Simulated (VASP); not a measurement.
# W: single point with PBEsol

The system is W.

```
W
1.0
     0.00000    1.99910    1.99910
     1.99910    0.00000    1.99910
     1.99910    1.99910    0.00000
W
1
Direct
  0.00000 0.00000 0.00000
```

* Program: VASP 6.6.1
* Task: single point
* Functional: PBEsol
* Potentials or basis: VASP PAW PBE potentials, release 64 (W_sv)
* Cutoff: 520 eV
* k mesh: 18 × 18 × 18
* Occupations: fermi-dirac, width 0.05 eV
* Spin: no spin polarisation

```yaml
Pressure: 0.7 GPa
Band_gap_on_the_k_mesh: zero (band 7 reaches 13.91 eV, above the bottom of band 8 at 10.09 eV)
```

Levels at points of the mesh, in eV from the Fermi level:
```tsv
k point	band 3	band 4	band 5	band 6	band 7	band 8	band 9	band 10	band 11	band 12
(0.00, 0.00, 0.00)	-37.16	-37.16	-9.13	-0.58	-0.58	-0.58	2.65	2.65	12.87	18.19
(0.50, 0.00, 0.00)	-37.33	-37.33	-5.75	-0.83	-0.83	0.75	5.25	5.25	10.69	12.50
(0.50, 0.50, 0.00)	-37.61	-37.61	-5.68	-4.68	3.23	5.21	6.02	6.02	11.98	11.98
```

It took 11 s on 1 thread of Intel(R) Xeon(R) 6975P-C (Granite Rapids) (shared host), peak memory 0.16 GiB.

Caveat: the PAW data sets were made with another functional, which shifts forces and pressure a little; spin-orbit coupling is left out, which moves the levels of the heavy elements.
